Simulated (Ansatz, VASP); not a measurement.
## AlN in VASP and in Ansatz

The input INCAR:

```
  ALGO = Normal
  EDIFF = 1E-6
  ENCUT = 520
  ISIF = 2
  ISMEAR = -1
  LASPH = True
  LCHARG = False
  LREAL = False
  LWAVE = False
  NBANDS = 16
  NELM = 60
  PREC = Accurate
  SIGMA = 0.05
```

KPOINTS

```
k-points
0
Gamma
  10 10 6
```

POSCAR

```
AlN
1.0
    3.1740547162      0.0000000000      0.0000000000
   -1.5870273581      2.7488120173      0.0000000000
    0.0000000000      0.0000000000      5.0786914685
Al N
2 2
Direct
    0.6666666667      0.3333333333      0.5000000000
    0.3333333333      0.6666666667      0.0000000000
    0.6666666667      0.3333333333      0.8800000000
    0.3333333333      0.6666666667      0.3800000000
```

File input.yaml:

```yaml
crystal:
  lattice:
    - [3.1740547162, 0.0, 0.0]
    - [-1.5870273581, 2.7488120173, 0.0]
    - [0.0, 0.0, 5.0786914685]
  atoms:
    - { symbol: Al, position: [0.6666666667, 0.3333333333, 0.5] }
    - { symbol: Al, position: [0.3333333333, 0.6666666667, 0.0] }
    - { symbol: "N", position: [0.6666666667, 0.3333333333, 0.88] }
    - { symbol: "N", position: [0.3333333333, 0.6666666667, 0.38] }
kpoints:
  mp_grid: { grid: [10, 10, 6] }
scf:
  occupations: { method: fermi_dirac, width: 0.05 }
hamiltonian:
  xc: lda
  pseudopotentials: { kind: all_electron, lapw: { basis_error: 0.002 } }
output:
  forces: true
  stress: true
  eigenvalues: true
```

Change from the starting cell: volume scaled by 1.06.

Alike in both runs: task single point; functional LDA; k mesh 10 × 10 × 6; occupations fermi-dirac, width 0.05 eV; no spin polarisation.

|  | VASP | Ansatz |
| --- | --- | --- |
| version | VASP 6.6.1 | Ansatz 0.2.0 |
| potentials or method | VASP PAW LDA potentials, release 64 (Al, N), cutoff 520 eV | all-electron LAPW, scalar-relativistic |

VASP gave:

| Quantity | Value |
| --- | --- |
| gap on the k mesh at the Fermi level (eV) | 3.74 |
| least direct gap on the mesh (eV) | 3.74 |
| pressure (GPa) | -14.3 |
| traceless stress, the component that is largest in VASP (GPa) | 1.31 |
| rms of the force components (eV/Å) | 0.045 |

Task: Which values does Ansatz return?

Result: gap on the k mesh at the Fermi level (eV): 3.73; least direct gap on the mesh (eV): 3.73; pressure (GPa): -14.6; traceless stress, the component that is largest in VASP (GPa): 1.29; rms of the force components (eV/Å): 0.044.

LDA's correlation is that of Perdew and Zunger in VASP and of Perdew and Wang (1992) in Ansatz. Atom by atom the forces differ by 0.001 eV/Å (rms over components). Ansatz ran all-electron here, and VASP with PAW potentials.
